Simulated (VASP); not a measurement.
Runs of VASP 6.6.1 on FeO. It takes space group Fm-3m (No. 225, cubic). The conventional cell has a = 4.311 Å, b = 4.311 Å, c = 4.311 Å, α = 90.00°, β = 90.00°, γ = 90.00°. Fe (site symmetry m-3m) has 6 O at 2.16 Å within 2.9 Å. O (site symmetry m-3m) has 6 Fe at 2.16 Å within 2.9 Å. 

```tsv
spin	fixed moment (μB)	pressure (GPa)	moment (μB)
collinear, ferromagnetic start	0.8	-37.3	0.80
collinear, ferromagnetic start	3.4	(a)	3.40
collinear, zero start	0.0	-37.5	0.00
collinear, ferromagnetic start	4.2	(b)	4.20
collinear, ferromagnetic start	1.7	-34.5	1.70
collinear, ferromagnetic start	2.5	-29.7	2.50
```

Alike in all rows: task single point; level LDA; potentials or basis VASP PAW LDA potentials, release 64 (Fe, O); cell as given; k mesh 13 × 13 × 13; cutoff (eV) 600; smearing fermi-dirac 0.15 eV.

Question: Fill in the values left out.

Answer: (a) -21.7; (b) -10.2.

Caveats: the cell stands under tension; the total moment is fixed, so each spin has its own Fermi level; a cell with one magnetic atom can't hold antiferromagnetic order, which such compounds often take (at least some runs).
